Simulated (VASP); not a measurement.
# Ta in VASP: a series of runs

Runs on Ta. Level: PBE. Tasks: single point.

Everything below comes from runs of VASP 6.6.1. Logs are shortened: lines on timing, memory, paths and dates and some standing lists are left out, and cuts for length are marked.

## Step 1: The cell of the first run

The cell holds a sheet with vacuum, 2 atoms: a = 2.905 Å, b = 2.905 Å, c = 16.000 Å, α = 90.00°, β = 90.00°, γ = 90.00°.

The cell was generated, and may not be a known phase.

## Step 2: Single point, PBE

Contents of INCAR:

```
PREC = Accurate
ENCUT = 520
EDIFF = 1E-6
ISMEAR = 0
SIGMA = 0.1
LREAL = False
LASPH = True
NELM = 60
ALGO = Normal
ISIF = 2
LWAVE = False
LCHARG = False
LDIPOL = True
IDIPOL = 3
DIPOL = 0.5 0.5 0.500
GGA = PE
NBANDS = 18
```

Contents of KPOINTS:

```
regular mesh
0
Gamma
  6 6 1
```

Contents of POSCAR:

```
Ta
1.0
    2.9048880000      0.0000000000      0.0000000000
    0.0000000000      2.9048880000      0.0000000000
    0.0000000000      0.0000000000     16.0000000000
Ta
2
Direct
    0.5000000000      0.5000000000      0.5563101500
    0.5000000000      0.5000000000      0.4436898500
```

Potentials or basis: VASP PAW PBE potentials, release 64 (Ta_pv).

Command:

```bash
$ cat potpaw_PBE.64/Ta_pv/POTCAR > POTCAR
$ mpirun -np 1 vasp_std > vasp.out
```

OUTCAR:

```text
PREC = Accurate
   ENCUT = 520
   EDIFF = 1E-6
   ISMEAR = 0
   LREAL = False
   LASPH = True
   NELM = 60
   ISIF = 2
   GGA = PE

 ion  position               nearest neighbor table
   1  0.500  0.500  0.556-   2 1.80   2 3.42   2 3.42   2 3.42   2 3.42
   2  0.500  0.500  0.444-   1 1.80   1 3.42   1 3.42   1 3.42   1 3.42

 -----------------------------------------------------------------------------
|                                                                             |
|           W    W    AA    RRRRR   N    N  II  N    N   GGGG   !!!           |
|           W    W   A  A   R    R  NN   N  II  NN   N  G    G  !!!           |
|           W    W  A    A  R    R  N N  N  II  N N  N  G       !!!           |
|           W WW W  AAAAAA  RRRRR   N  N N  II  N  N N  G  GGG   !            |
|           WW  WW  A    A  R   R   N   NN  II  N   NN  G    G                |
|           W    W  A    A  R    R  N    N  II  N    N   GGGG   !!!           |
|                                                                             |
|     The distance between some ions is very small. Please check the          |
|     nearest-neighbor list in the OUTCAR file.                               |
|     I HOPE YOU KNOW WHAT YOU ARE DOING!                                     |
|                                                                             |
 -----------------------------------------------------------------------------

  LATTYP: Found a simple tetragonal cell.
 ALAT       =     2.9048880000
 C/A-ratio  =     5.5079576218

  Lattice vectors:

 A1 = (   2.9048880000,   0.0000000000,   0.0000000000)
 A2 = (   0.0000000000,   2.9048880000,   0.0000000000)
 A3 = (   0.0000000000,   0.0000000000,  16.0000000000)

Analysis of symmetry for initial positions (statically):
=====================================================================
 Subroutine PRICEL returns:
 Original cell was already a primitive cell.

 Routine SETGRP: Setting up the symmetry group for a
 simple tetragonal supercell.

 Subroutine GETGRP returns: Found 16 space group operations
 (whereof 16 operations were pure point group operations)
 out of a pool of 16 trial point group operations.

The static configuration has the point symmetry D_4h.

Analysis of symmetry for dynamics (positions and initial velocities):
=====================================================================
 Subroutine PRICEL returns:
 Original cell was already a primitive cell.

 Routine SETGRP: Setting up the symmetry group for a
 simple tetragonal supercell.

 Subroutine GETGRP returns: Found 16 space group operations
 (whereof 16 operations were pure point group operations)
 out of a pool of 16 trial point group operations.

The dynamic configuration has the point symmetry D_4h.

 Subroutine INISYM returns: Found 16 space group operations
[... 95 lines left out ...]
   EMIN   =  10.00;   EMAX   =-10.00  energy-range for DOS
   EFERMI =   0.00;   METHOD = LEGACY
   ISMEAR =     0;   SIGMA  =   0.10  broadening in eV -4-tet -1-fermi 0-gaus
   EFERMI_NEDOS =   21; number of points for ismear=-14 and -15
   IALGO  =     38    algorithm
   IMIX   =      4    mixing-type and parameters
     AMIX     =   0.40;   BMIX     =  1.00
     AMIX_MAG =   1.60;   BMIX_MAG =  1.00
  volume/ion in A,a.u.               =      67.51       455.56
  Fermi-wavevector in a.u.,A,eV,Ry     =   0.894176  1.689747 10.878538  0.799550
  Thomas-Fermi vector in A             =   2.016347
   LORBIT       =      0    0 simple, 1 ext, 2 COOP (PROOUT), +10 PAW based schemes
   GGA     = PE    functional components
   LHFCALC =     F    Hartree Fock is set to
   AEXX    =    0.0000 exact exchange contribution
   IVDW    =     0    specifies the selected vdW correction
   LEPSILON=     F    determine dielectric tensor
   LRPA    =     F    only Hartree local field effects (RPA)
 non-spin polarized calculation
 Gauss-broadening in eV      SIGMA  =   0.10
  energy-cutoff  :      520.00
  volume of cell :      135.01
 maximum number of plane-waves:      3683
 NGX is ok and might be reduce to    24
   NGX = 11   NGY = 11   NGZ = 59

 number of electron      22.0000003 magnetization

 dipolmoment           0.000000      0.000000     -0.000000 electrons x Angstroem

 Free energy of the ion-electron system (eV)
  ---------------------------------------------------
  ext. energy  EPLUGINS =         0.00000000
  ---------------------------------------------------
  free energy    TOTEN  =       -11.93203541 eV

  energy without entropy =      -11.90747260  energy(sigma->0) =      -11.91975400

 E-fermi :  -1.7995     XC(G=0):  -4.4781

 val. band max:       -1.8060892942   @ k =   0.3333   0.3333   0.0000
 cond. band min:      -1.7795845629   @ k =   0.3333   0.1667   0.0000
 fundamental gap:      0.0265047313
 Fermi energy:        -1.7995115448

 k-point     1 :       0.0000    0.0000    0.0000
  band No.  band energies     occupation
      1     -40.9219      2.00000
      2     -36.2598      2.00000
      3     -36.2598      2.00000
      4     -34.4162      2.00000
      5     -34.4162      2.00000
      6     -31.7743      2.00000
[... 187 lines left out ...]
      5     -34.9852      2.00000
      6     -31.6546      2.00000
[... 10 lines left out ...]
     17       5.9921      0.00000
     18       6.5673      0.00000

------------------------ aborting loop because EDIFF is reached ----------------------------------------

 vacuum level on the upper side and lower side of the slab       (xc-potential included)        -0.145        -0.145

  FORCE on cell =-STRESS in cart. coord.  units (eV):
  Direction    XX          YY          ZZ          XY          YZ          ZX
  --------------------------------------------------------------------------------------
  -------------------------------------------------------------------------------------
  Total        1.4503986      1.4503986     54.6986599      0.0000000     -0.0000000      0.0000000
  in kB       17.2115190     17.2115190    649.0953550      0.0000000     -0.0000000      0.0000000
  external PRESSURE =     227.8394643 kB  Pullay stress =       0.0000000 kB

 VOLUME and BASIS-vectors are now :
 -----------------------------------------------------------------------------
  energy-cutoff  :      520.00
  volume of cell :      135.01
      direct lattice vectors                 reciprocal lattice vectors
     2.904888000  0.000000000  0.000000000     0.344247351  0.000000000  0.000000000
     0.000000000  2.904888000  0.000000000     0.000000000  0.344247351  0.000000000
     0.000000000  0.000000000 16.000000000     0.000000000  0.000000000  0.062500000

 POSITION                                       TOTAL-FORCE (eV/Angst)
 -----------------------------------------------------------------------------------
      1.45244      1.45244      8.90096         0.000000     -0.000000     30.361000
      1.45244      1.45244      7.09904        -0.000000      0.000000    -30.361000
 -----------------------------------------------------------------------------------
    total drift:                                0.000000     -0.000000     -0.000000

  FREE ENERGIE OF THE ION-ELECTRON SYSTEM (eV)
  ---------------------------------------------------
  free  energy   TOTEN  =       -11.9320354052 eV

  energy  without entropy=      -11.9074725988  energy(sigma->0) =      -11.91975400

 vacuum level on the upper side and lower side of the slab         2.690         2.690
```

OSZICAR:

```text
N       E                     dE             d eps       ncg     rms          rms(c)
DAV:   1     0.149494034035E+03    0.14949E+03   -0.12666E+04   440   0.100E+03
DAV:   2    -0.782201029909E+01   -0.15732E+03   -0.15497E+03   492   0.259E+02
DAV:   3    -0.135056677438E+02   -0.56837E+01   -0.55042E+01   432   0.462E+01
[... 12 lines left out ...]
DAV:  16    -0.119319930935E+02   -0.13516E-03   -0.12822E-05   324   0.106E-02    0.304E-03
DAV:  17    -0.119320292060E+02   -0.36113E-04   -0.44060E-06   330   0.565E-03    0.498E-04
DAV:  18    -0.119320343358E+02   -0.51298E-05   -0.37310E-07   342   0.167E-03    0.232E-04
DAV:  19    -0.119320353474E+02   -0.10116E-05   -0.54814E-08   304   0.695E-04    0.103E-04
DAV:  20    -0.119320354052E+02   -0.57798E-07   -0.31568E-09   264   0.277E-04
   1 F= -.11932035E+02 E0= -.11919754E+02  d E =-.245628E-01
```

Wall time 20 s (1 thread of Intel Xeon Platinum 8488C (Sapphire Rapids), shared host); peak memory 0.24 GiB.

What came out:

| Item | Value |
| --- | --- |
| Free energy | -11.9320 eV |
| Largest force | 30.361 eV/Å |
| Band gap on the k mesh | zero (bands 11 and 12 overlap by 1.50 eV) |

Forces in eV/Å, atoms in the order of the input:
```
Ta    0.000   0.000  30.361
Ta    0.000   0.000 -30.361
```

Caveat: the k points lie up to 0.36 Å⁻¹ apart, too coarse for converged energies and pressures of a metal; atoms lie so close that the PAW spheres overlap strongly, which falsifies energies and pressures; spin-orbit coupling is left out, which moves the levels of the heavy elements.

## Step 3: Single point, PBE

This run uses another cell than the first one.

Contents of INCAR:

```
SYSTEM = Ta
PREC = Accurate ; ENCUT = 520
EDIFF = 1E-6 ; ISMEAR = 0
SIGMA = 0.1 ; LREAL = .False.
LASPH = .True. ; NELM = 80
ALGO = Normal ; ISIF = 2
LWAVE = .False. ; LCHARG = .False.
LDIPOL = .True. ; IDIPOL = 3
DIPOL = 0.5 0.5 0.292 ; GGA = PE
NBANDS = 18
```

Contents of KPOINTS:

```
Automatic mesh
0
Gamma
  6 6 1
  0 0 0
```

Contents of POSCAR:

```
Ta
1.0
    2.7204538529      0.0000000000      0.0000000000
    0.0000000000      2.7204538529      0.0000000000
    0.0000000000      0.0000000000     27.4038496000
Ta
2
Direct
    0.5000000000      0.5000000000      0.3397240751
    0.5000000000      0.5000000000      0.2441355006
```

Potentials or basis: VASP PAW PBE potentials, release 64 (Ta_pv).

Command:

```bash
$ cat potpaw_PBE.64/Ta_pv/POTCAR > POTCAR
$ mpirun -np 1 vasp_std > vasp.out
```

Wall time 30 s (1 thread of Intel Xeon Platinum 8488C (Sapphire Rapids), shared host); peak memory 0.28 GiB.

Results (log left out):

| Item | Value |
| --- | --- |
| Free energy | -19.8483 eV |
| Largest force | 0.014 eV/Å |
| Band gap on the k mesh | zero (bands 11 and 12 overlap by 0.94 eV) |

Forces in eV/Å, atoms in the order of the input:
```
Ta   0.000  0.000 -0.014
Ta   0.000  0.000  0.014
```

Levels at points of the mesh, in eV from the Fermi level:
```tsv
k point	band 8	band 9	band 10	band 11	band 12	band 13	band 14	band 15
(0.00, 0.00, 0.00)	-4.72	-2.57	-1.96	-1.70	0.15	0.42	3.06	3.06
(0.50, 0.00, 0.00)	-2.95	-1.83	-0.62	-0.39	1.11	2.52	3.02	3.19
(0.50, 0.50, 0.00)	-2.88	-1.56	-1.56	0.41	1.39	1.39	5.34	6.51
```

Caveat: the k points lie up to 0.38 Å⁻¹ apart, too coarse for converged energies and pressures of a metal; spin-orbit coupling is left out, which moves the levels of the heavy elements.

## Step 4: Single point, PBE

This run uses another cell than the first one.

Contents of INCAR:

```
  PREC = Accurate
  ENCUT = 520
  EDIFF = 1E-6
  ISMEAR = 0
  SIGMA = 0.1
  LREAL = F
  LASPH = T
  NELM = 60
  ALGO = Normal
  ISIF = 2
  LWAVE = F
  LCHARG = F
  LDIPOL = T
  IDIPOL = 3
  DIPOL = 0.5 0.5 0.292
  GGA = PE
  NBANDS = 18
```

Contents of KPOINTS:

```
regular mesh
0
Gamma
  20 20 1
```

POSCAR is that of step 3.

Command:

```bash
$ cat potpaw_PBE.64/Ta_pv/POTCAR > POTCAR
$ mpirun -np 1 vasp_std > vasp.out
```

It took 3 min on 1 thread of Intel Xeon Platinum 8488C (Sapphire Rapids), shared host; peak memory 0.4 GiB.

Results (log left out):

```yaml
Free_energy: -19.8085 eV
Largest_force: 0.035 eV/Å
Band_gap_on_the_k_mesh: zero (bands 11 and 12 overlap by 1.19 eV)
```

Forces on the atoms (eV/Å):
```
Ta   0.000  0.000  0.035
Ta   0.000  0.000 -0.035
```

Levels at points of the mesh, in eV from the Fermi level:
```tsv
k point	band 8	band 9	band 10	band 11	band 12	band 13	band 14	band 15
(0.00, 0.00, 0.00)	-4.78	-2.64	-2.04	-1.78	0.12	0.40	2.99	2.99
(0.50, 0.00, 0.00)	-3.02	-1.90	-0.69	-0.44	1.07	2.45	2.94	3.16
(0.50, 0.50, 0.00)	-2.94	-1.63	-1.63	0.33	1.32	1.32	5.29	6.47
```

Caveat: spin-orbit coupling is left out, which moves the levels of the heavy elements.

## Step 5: Single point, PBE

This run uses another cell than the first one.

Contents of INCAR:

```
PREC = Accurate ; ENCUT = 520
EDIFF = 1E-6 ; ISMEAR = 0
SIGMA = 0.1 ; LREAL = F
LASPH = T ; NELM = 80
ALGO = Normal ; ISIF = 2
LWAVE = F ; LCHARG = F
LDIPOL = T ; IDIPOL = 3
DIPOL = 0.5 0.5 0.275 ; GGA = PE
NBANDS = 18
```

Contents of KPOINTS:

```
Automatic mesh
0
Gamma
  20 20 1
```

Contents of POSCAR:

```
Ta
1.0
    2.7146649829      0.0000000000      0.0000000000
    0.0000000000      2.7146649829      0.0000000000
    0.0000000000      0.0000000000     29.0389898382
Ta
2
Direct
    0.5000000000      0.5000000000      0.3206844365
    0.5000000000      0.5000000000      0.2302989169
```

Potentials or basis: VASP PAW PBE potentials, release 64 (Ta_pv).

Command:

```bash
$ cat potpaw_PBE.64/Ta_pv/POTCAR > POTCAR
$ mpirun -np 1 vasp_std > vasp.out
```

OUTCAR:

```text
PREC = Accurate
   ENCUT = 520
   EDIFF = 1E-6
   ISMEAR = 0
   LREAL = F
   LASPH = T
   NELM = 80
   ISIF = 2
   GGA = PE

 ion  position               nearest neighbor table
   1  0.500  0.500  0.321-   2 2.62
   2  0.500  0.500  0.230-   1 2.62

  LATTYP: Found a simple tetragonal cell.
 ALAT       =     2.7146649829
 C/A-ratio  =    10.6970804947

  Lattice vectors:

 A1 = (   2.7146649829,   0.0000000000,   0.0000000000)
 A2 = (   0.0000000000,   2.7146649829,   0.0000000000)
 A3 = (   0.0000000000,   0.0000000000,  29.0389898382)

[... 697 lines left out ...]
  FORCE on cell =-STRESS in cart. coord.  units (eV):
  Direction    XX          YY          ZZ          XY          YZ          ZX
  --------------------------------------------------------------------------------------
  -------------------------------------------------------------------------------------
  Total        0.0448569      0.0448569      0.0052978      0.0000000     -0.0000000      0.0000000
  in kB        0.3358351      0.3358351      0.0396637      0.0000000     -0.0000000      0.0000000
  external PRESSURE =       0.2371113 kB  Pullay stress =       0.0000000 kB

 VOLUME and BASIS-vectors are now :
 -----------------------------------------------------------------------------
  energy-cutoff  :      520.00
  volume of cell :      214.00
      direct lattice vectors                 reciprocal lattice vectors
     2.714664983  0.000000000  0.000000000     0.368369580  0.000000000  0.000000000
     0.000000000  2.714664983  0.000000000     0.000000000  0.368369580  0.000000000
     0.000000000  0.000000000 29.038989838     0.000000000  0.000000000  0.034436460

 POSITION                                       TOTAL-FORCE (eV/Angst)
 -----------------------------------------------------------------------------------
      1.35733      1.35733      9.31235         0.000000     -0.000000      0.006417
      1.35733      1.35733      6.68765         0.000000      0.000000     -0.006417
 -----------------------------------------------------------------------------------
    total drift:                               -0.000000      0.000000      0.000087

  FREE ENERGIE OF THE ION-ELECTRON SYSTEM (eV)
  ---------------------------------------------------
  free  energy   TOTEN  =       -19.8088092333 eV

  energy  without entropy=      -19.7916145927  energy(sigma->0) =      -19.80021191

 vacuum level on the upper side and lower side of the slab         1.816         1.816
```

stdout:

```text
POSCAR found type information on POSCAR Ta
 POSCAR found :  1 types and       2 ions
 scaLAPACK will be used
 LDA part: xc-table for (Slater+PW92), standard interpolation
 POSCAR, INCAR and KPOINTS ok, starting setup
 FFT: planning ... GRIDC
 FFT: planning ... GRID_SOFT
 FFT: planning ... GRID
 WAVECAR not read
 entering main loop
```

Wall time 3.2 min (1 thread of Intel Xeon Platinum 8488C (Sapphire Rapids), shared host); peak memory 0.42 GiB.

Results:

| Quantity | Value |
| --- | --- |
| Free energy | -19.8088 eV |
| Largest force | 0.006 eV/Å |
| Band gap on the k mesh | zero (bands 11 and 12 overlap by 1.22 eV) |

Forces in eV/Å, atoms in the order of the input:
```
Ta   0.000  0.000  0.006
Ta   0.000  0.000 -0.006
```

Caveat: spin-orbit coupling is left out, which moves the levels of the heavy elements.

## Step 6: Summary

| cell | k mesh | gap on the mesh (eV) | largest force (eV/Å) |
| --- | --- | --- | --- |
| a = 2.905, b = 2.905, c = 16.000 Å, 2 atoms, atomic positions A | 6 × 6 × 1 | none | 30.36 |
| a = 2.720, b = 2.720, c = 27.404 Å, 2 atoms, atomic positions B | 6 × 6 × 1 | none | 0.01 |
| a = 2.720, b = 2.720, c = 27.404 Å, 2 atoms, atomic positions B | 20 × 20 × 1 | none | 0.04 |
| a = 2.715, b = 2.715, c = 29.039 Å, 2 atoms, atomic positions C | 20 × 20 × 1 | none | 0.01 |

Alike in all rows: task single point; level PBE; potentials or basis VASP PAW PBE potentials, release 64 (Ta_pv); no spin polarisation; cutoff (eV) 520; smearing gaussian 0.1 eV.

Caveats: some runs use coarse meshes; spin-orbit coupling is left out, which moves the levels of the heavy elements; atoms lie so close that the PAW spheres overlap strongly, which falsifies energies and pressures (at least some runs).

Total energies depend on the potentials used, so only differences within one code and one set of settings carry meaning.

The gap in the log of VASP goes by the Fermi energy; the results here count the filled bands.